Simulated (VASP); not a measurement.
# Zr (P6_3/mmc) in VASP: further runs

Zr is run at these levels: PBE; tasks: single point.

All numbers are computed with VASP 6.6.1; they aren't measurements. Logs are shortened: lines on timing, memory, paths and dates and some standing lists are left out, and cuts for length are marked.

## Step 1: The cell of the first run

Symmetry: P6_3/mmc, No. 194, hexagonal system. Conventional cell: a = 3.228 Å, b = 3.228 Å, c = 5.183 Å, α = 90.00°, β = 90.00°, γ = 120.00°. Zr (site symmetry -6m2) has 12 Zr at 3.19 to 3.23 Å within 4.2 Å.

## Step 2: Single point, PBE

INCAR

```
SYSTEM = Zr
PREC = Accurate
ENCUT = 520
EDIFF = 1E-6
ISMEAR = -1
SIGMA = 0.05
LREAL = .FALSE.
LASPH = .TRUE.
NELM = 100
ALGO = Normal
ISIF = 2
LWAVE = .FALSE.
LCHARG = .FALSE.
GGA = PE
NBANDS = 19
```

KPOINTS

```
Automatic mesh
0
G
  9 9 5
  0 0 0
```

POSCAR

```
Zr
1.0
    3.2281489196      0.0000000000      0.0000000000
   -1.6140744598      2.7956589716      0.0000000000
    0.0000000000      0.0000000000      5.1830412373
Zr
2
Direct
    0.6666666667      0.3333333333      0.7500000000
    0.3333333333      0.6666666667      0.2500000000
```

Potentials or basis: VASP PAW PBE potentials, release 64 (Zr_sv).

On the command line:

```
cat potpaw_PBE.64/Zr_sv/POTCAR > POTCAR
mpirun -np 1 vasp_std > vasp.out
```

OUTCAR:

```text
SYSTEM = Zr
   PREC = Accurate
   ENCUT = 520
   EDIFF = 1E-6
   ISMEAR = -1
   LREAL = .FALSE.
   LASPH = .TRUE.
   NELM = 100
   ISIF = 2
   GGA = PE

 ion  position               nearest neighbor table
   1  0.667  0.333  0.750-   2 3.19   2 3.19   2 3.19   2 3.19   2 3.19   2 3.19
   2  0.333  0.667  0.250-   1 3.19   1 3.19   1 3.19   1 3.19   1 3.19   1 3.19

  LATTYP: Found a hexagonal cell.
 ALAT       =     3.2281489196
 C/A-ratio  =     1.6055768697

  Lattice vectors:

 A1 = (   3.2281489196,   0.0000000000,   0.0000000000)
 A2 = (  -1.6140744598,   2.7956589716,   0.0000000000)
 A3 = (   0.0000000000,   0.0000000000,   5.1830412373)

Analysis of symmetry for initial positions (statically):
=====================================================================
 Subroutine PRICEL returns:
 Original cell was already a primitive cell.

 Routine SETGRP: Setting up the symmetry group for a
 hexagonal supercell.

 Subroutine GETGRP returns: Found 24 space group operations
 (whereof 12 operations were pure point group operations)
 out of a pool of 24 trial point group operations.

The static configuration has the point symmetry D_3d.
 The point group associated with its full space group is D_6h.

Analysis of symmetry for dynamics (positions and initial velocities):
=====================================================================
 Subroutine PRICEL returns:
 Original cell was already a primitive cell.

 Routine SETGRP: Setting up the symmetry group for a
 hexagonal supercell.

 Subroutine GETGRP returns: Found 24 space group operations
 (whereof 12 operations were pure point group operations)
 out of a pool of 24 trial point group operations.

The dynamic configuration has the point symmetry D_3d.
 The point group associated with its full space group is D_6h.

 Subroutine INISYM returns: Found 24 space group operations
 (whereof 12 operations are pure point group operations),
 and found     1 'primitive' translations

----------------------------------------------------------------------------------------

                                     Primitive cell

  volume of cell :      46.7759

  direct lattice vectors                    reciprocal lattice vectors
     3.228148920  0.000000000  0.000000000     0.309775052  0.178848710  0.000000000
    -1.614074460  2.795658972  0.000000000     0.000000000  0.357697420  0.000000000
[... 80 lines left out ...]
   LNONCOLLINEAR =      F non collinear calculations
   LSORBIT =      F    spin-orbit coupling
   LASPH  =      T    aspherical Exc in radial PAW
   ENCUT  =  520.0 eV  38.22 Ry    6.18 a.u.   6.00  6.00  9.64*2*pi/ulx,y,z
   NELM   =    100;   NELMIN=  2; NELMDL= -5     # of ELM steps
   EDIFF  = 0.1E-05   stopping-criterion for ELM
   LREAL  =      F    real-space projection
   EDIFFG = 0.1E-04   stopping-criterion for IOM
   NSW    =      0    number of steps for IOM
   IBRION =     -1    ionic relax: 0-MD 1-quasi-New 2-CG
   NFREE  =      0    steps in history (QN), initial steepest desc. (CG)
   ISIF   =      2    stress and relaxation
   ISYM   =      2    0-nonsym 1-usesym 2-fastsym
   POTIM  = 0.5000    time-step for ionic-motion
   TEBEG  =    0.0;   TEEND  =   0.0 temperature during run
   PSTRESS=    0.0 pullay stress
   NELECT =      24.0000    total number of electrons
   NUPDOWN=      -1.0000    fix difference up-down
   EMIN   =  10.00;   EMAX   =-10.00  energy-range for DOS
   EFERMI =   0.00;   METHOD = LEGACY
   ISMEAR =    -1;   SIGMA  =   0.05  broadening in eV -4-tet -1-fermi 0-gaus
   EFERMI_NEDOS =   21; number of points for ismear=-14 and -15
   IALGO  =     38    algorithm
   IMIX   =      4    mixing-type and parameters
     AMIX     =   0.40;   BMIX     =  1.00
     AMIX_MAG =   1.60;   BMIX_MAG =  1.00
  volume/ion in A,a.u.               =      23.39       157.83
  Fermi-wavevector in a.u.,A,eV,Ry     =   1.310603  2.476680 23.370453  1.717680
  Thomas-Fermi vector in A             =   2.441122
   LORBIT       =      0    0 simple, 1 ext, 2 COOP (PROOUT), +10 PAW based schemes
   GGA     = PE    functional components
   LHFCALC =     F    Hartree Fock is set to
   AEXX    =    0.0000 exact exchange contribution
   IVDW    =     0    specifies the selected vdW correction
   LEPSILON=     F    determine dielectric tensor
   LRPA    =     F    only Hartree local field effects (RPA)
 non-spin polarized calculation
  energy-cutoff  :      520.00
  volume of cell :       46.78
 maximum number of plane-waves:      1290
   NGX = 13   NGY = 13   NGZ = 19

 number of electron      24.0000001 magnetization

 Free energy of the ion-electron system (eV)
  ---------------------------------------------------
  ext. energy  EPLUGINS =         0.00000000
  ---------------------------------------------------
  free energy    TOTEN  =       -17.05464102 eV

  energy without entropy =      -17.03895354  energy(sigma->0) =      -17.04679728

 E-fermi :   8.9466     XC(G=0): -11.0616

 val. band max:        8.9284847652   @ k =   0.0000   0.0000   0.4000
 cond. band min:       8.9678819898   @ k =   0.1111  -0.0000   0.4000
 fundamental gap:      0.0393972247
 Fermi energy:         8.9466429373

 k-point     1 :       0.0000    0.0000    0.0000
  band No.  band energies     occupation
      1     -39.9040      2.00000
      2     -39.7571      2.00000
      3     -18.4106      2.00000
      4     -17.5527      2.00000
      5     -17.5527      2.00000
      6     -17.4350      2.00000
[... 505 lines left out ...]
      6     -17.8385      2.00000
[... 11 lines left out ...]
     18      13.3028      0.00000
     19      15.6599      0.00000

 [... further k-points ...]

------------------------ aborting loop because EDIFF is reached ----------------------------------------

  FORCE on cell =-STRESS in cart. coord.  units (eV):
  Direction    XX          YY          ZZ          XY          YZ          ZX
  --------------------------------------------------------------------------------------
  -------------------------------------------------------------------------------------
  Total        0.0089833      0.0089833      0.0112084      0.0000000      0.0000000      0.0000000
  in kB        0.3076989      0.3076989      0.3839113      0.0000000      0.0000000      0.0000000
  external PRESSURE =       0.3331030 kB  Pullay stress =       0.0000000 kB

 VOLUME and BASIS-vectors are now :
 -----------------------------------------------------------------------------
  energy-cutoff  :      520.00
  volume of cell :       46.78
      direct lattice vectors                 reciprocal lattice vectors
     3.228148920  0.000000000  0.000000000     0.309775052  0.178848710  0.000000000
    -1.614074460  2.795658972  0.000000000     0.000000000  0.357697420  0.000000000
     0.000000000  0.000000000  5.183041237     0.000000000  0.000000000  0.192936918

 POSITION                                       TOTAL-FORCE (eV/Angst)
 -----------------------------------------------------------------------------------
      1.61407      0.93189      3.88728        -0.000000     -0.000000      0.000000
     -0.00000      1.86377      1.29576         0.000000      0.000000      0.000000
 -----------------------------------------------------------------------------------
    total drift:                               -0.000000      0.000000     -0.000000

  FREE ENERGIE OF THE ION-ELECTRON SYSTEM (eV)
  ---------------------------------------------------
  free  energy   TOTEN  =       -17.0546410153 eV

  energy  without entropy=      -17.0389535363  energy(sigma->0) =      -17.04679728
```

OSZICAR:

```text
N       E                     dE             d eps       ncg     rms          rms(c)
DAV:   1     0.217125030652E+03    0.21713E+03   -0.13265E+04  1368   0.125E+03
DAV:   2    -0.147831204272E+01   -0.21860E+03   -0.21460E+03  1604   0.368E+02
DAV:   3    -0.174060315162E+02   -0.15928E+02   -0.15683E+02  2468   0.711E+01
DAV:   4    -0.177586057560E+02   -0.35257E+00   -0.35225E+00  1593   0.115E+01
DAV:   5    -0.177706947526E+02   -0.12089E-01   -0.12087E-01  2034   0.137E+00    0.142E+01
DAV:   6    -0.171673708590E+02    0.60332E+00   -0.93847E-01  1478   0.732E+00    0.557E+00
DAV:   7    -0.170484467593E+02    0.11892E+00   -0.59837E-01  1916   0.512E+00    0.112E+00
DAV:   8    -0.170545523098E+02   -0.61056E-02   -0.40816E-02  1802   0.147E+00    0.247E-01
DAV:   9    -0.170546849025E+02   -0.13259E-03   -0.14898E-03  1769   0.341E-01    0.322E-02
DAV:  10    -0.170546407177E+02    0.44185E-04   -0.38144E-05  1780   0.358E-02    0.237E-02
DAV:  11    -0.170546410153E+02   -0.29764E-06   -0.94629E-06  1553   0.334E-02
   1 F= -.17054641E+02 E0= -.17046797E+02  d E =-.156875E-01
```

It took 26 s on 1 thread of Intel Xeon 8259CL, shared host; peak memory 0.17 GiB.

What came out:

```yaml
Free_energy: -17.0546 eV
Pressure: 0.0 GPa
Band_gap_on_the_k_mesh: zero (bands 12 and 13 overlap by 1.14 eV)
```

## Step 3: Single point, PBE, non-collinear spin, zero start, spin-orbit coupling

This run uses another cell than the first one, of 23.28 Å³/atom.

INCAR

```
PREC     = Accurate       # precision mode
ENCUT    = 520            # plane-wave cutoff, eV
EDIFF    = 1E-6           # SCF threshold, eV
ISMEAR   = -1             # smearing method
SIGMA    = 0.05           # smearing width, eV
LREAL    = False          # projectors in reciprocal space
LASPH    = True           # aspherical terms in the spheres
NELM     = 150            # most SCF steps
ALGO     = Normal         # electronic algorithm
ISIF     = 2              # what is computed and relaxed
LWAVE    = False          # write WAVECAR
LCHARG   = False          # write CHGCAR
MAGMOM   = 0 0 0 0 0 0    # initial moments
LORBIT   = 11             # projections on sites
LSORBIT  = True           # spin-orbit coupling
GGA_COMPAT= False        
LORBMOM  = True         
LMAXMIX  = 4              # l up to which the mixer works
GGA      = PE             # functional
NBANDS   = 36             # bands
```

KPOINTS

```
Automatic mesh
0
Gamma
  7 7 4
```

POSCAR

```
Zr
1.0
    3.2320000000      0.0000000000      0.0000000000
   -1.6160000000      2.7989941050      0.0000000000
    0.0000000000      0.0000000000      5.1470000000
Zr
2
Direct
    0.6666666667      0.3333333333      0.7500000000
    0.3333333333      0.6666666667      0.2500000000
```

Potentials or basis: VASP PAW PBE potentials, release 64 (Zr_sv).

On the command line:

```
cat potpaw_PBE.64/Zr_sv/POTCAR > POTCAR
mpirun -np 1 vasp_ncl > vasp.out
```

OUTCAR:

```text
PREC = Accurate
   ENCUT = 520
   EDIFF = 1E-6
   ISMEAR = -1
   LREAL = False
   LASPH = True
   NELM = 150
   ISIF = 2
   LORBIT = 11
   LSORBIT = True
   GGA = PE

 ion  position               nearest neighbor table
   1  0.667  0.333  0.750-   2 3.18   2 3.18   2 3.18   2 3.18   2 3.18   2 3.18
   2  0.333  0.667  0.250-   1 3.18   1 3.18   1 3.18   1 3.18   1 3.18   1 3.18

  LATTYP: Found a hexagonal cell.
 ALAT       =     3.2320000000
 C/A-ratio  =     1.5925123762

  Lattice vectors:

 A1 = (   3.2320000000,   0.0000000000,   0.0000000000)
 A2 = (  -1.6160000000,   2.7989941050,   0.0000000000)
[... 1227 lines left out ...]
    -0.0001262    -0.0001406    -0.0004573     0.0000000    -0.0001262
    -0.0006214    -0.0001262     0.0000000    -0.0001262     0.0000000
 l=   3
     0.0000000     0.0000000     0.0000000     0.0000000     0.0000000     0.0000000     0.0000000
     0.0000000     0.0000000     0.0000000     0.0000000     0.0000000     0.0000000     0.0000000
     0.0000000     0.0000000     0.0000000     0.0000000     0.0000000     0.0000000     0.0000000
     0.0000000     0.0000000     0.0000000     0.0000000     0.0000000     0.0000000     0.0000000
     0.0000000     0.0000000     0.0000000     0.0000000     0.0000000     0.0000000     0.0000000
     0.0000000     0.0000000     0.0000000     0.0000000     0.0000000     0.0000000     0.0000000
     0.0000000     0.0000000     0.0000000     0.0000000     0.0000000     0.0000000     0.0000000

 total charge

# of ion       s       p       d       tot
------------------------------------------
    1        2.232   5.961   1.626   9.819
    2        2.232   5.961   1.626   9.819
--------------------------------------------------
tot          4.465  11.922   3.252  19.638

 magnetization (x)

# of ion       s       p       d       tot
------------------------------------------
    1        0.000   0.000  -0.000  -0.000
    2        0.000   0.000   0.000   0.000
--------------------------------------------------
tot          0.000   0.000   0.000   0.000

 magnetization (y)

# of ion       s       p       d       tot
------------------------------------------
    1        0.000   0.000  -0.000  -0.000
    2        0.000   0.000  -0.000  -0.000
--------------------------------------------------
tot          0.000   0.000  -0.000  -0.000

 magnetization (z)

# of ion       s       p       d       tot
------------------------------------------
    1        0.000   0.000   0.000   0.000
    2        0.000   0.000   0.000   0.000
--------------------------------------------------
tot          0.000   0.000   0.000   0.000
```

OSZICAR:

```text
N       E                     dE             d eps       ncg     rms          rms(c)
DAV:   1     0.243445313591E+03    0.24345E+03   -0.12468E+04  1728   0.133E+03
DAV:   2     0.199054720082E+01   -0.24145E+03   -0.23224E+03  2016   0.410E+02
DAV:   3    -0.169483346760E+02   -0.18939E+02   -0.18383E+02  2852   0.810E+01
DAV:   4    -0.178541233044E+02   -0.90579E+00   -0.90204E+00  2376   0.186E+01
DAV:   5    -0.178989585145E+02   -0.44835E-01   -0.44821E-01  2484   0.298E+00    0.143E+01
DAV:   6    -0.172971595656E+02    0.60180E+00   -0.92319E-01  1844   0.775E+00    0.563E+00
DAV:   7    -0.171803780079E+02    0.11678E+00   -0.60382E-01  2244   0.544E+00    0.118E+00
DAV:   8    -0.171857844138E+02   -0.54064E-02   -0.41455E-02  2328   0.109E+00    0.788E-01
DAV:   9    -0.171877504677E+02   -0.19661E-02   -0.81313E-03  1904   0.970E-01    0.174E-01
DAV:  10    -0.171875664302E+02    0.18404E-03   -0.48811E-04  1992   0.223E-01    0.262E-02
DAV:  11    -0.171875561318E+02    0.10298E-04   -0.50123E-05  2712   0.464E-02    0.120E-02
DAV:  12    -0.171875583358E+02   -0.22041E-05   -0.19815E-06  1832   0.160E-02    0.165E-03
DAV:  13    -0.171875583483E+02   -0.12482E-07   -0.10966E-07  1028   0.278E-03
   1 F= -.17187558E+02 E0= -.17176883E+02  d E =-.213513E-01  mag=     0.0000    -0.0000    -0.0000
```

Run time: 2 min. Hardware: 1 thread of Intel Xeon 8259CL, shared host; peak memory 0.27 GiB.

Results:

```yaml
Free_energy: -17.1876 eV
Pressure: 0.5 GPa
Net_moment: 0.00 μB per cell
Valence_electrons_inside_the_program's_atomic_spheres: Zr 9.82
```

Moments on the atoms (μB; x, y, z):
```
Zr  0.00 0.00 0.00
Zr  0.00 0.00 0.00
```
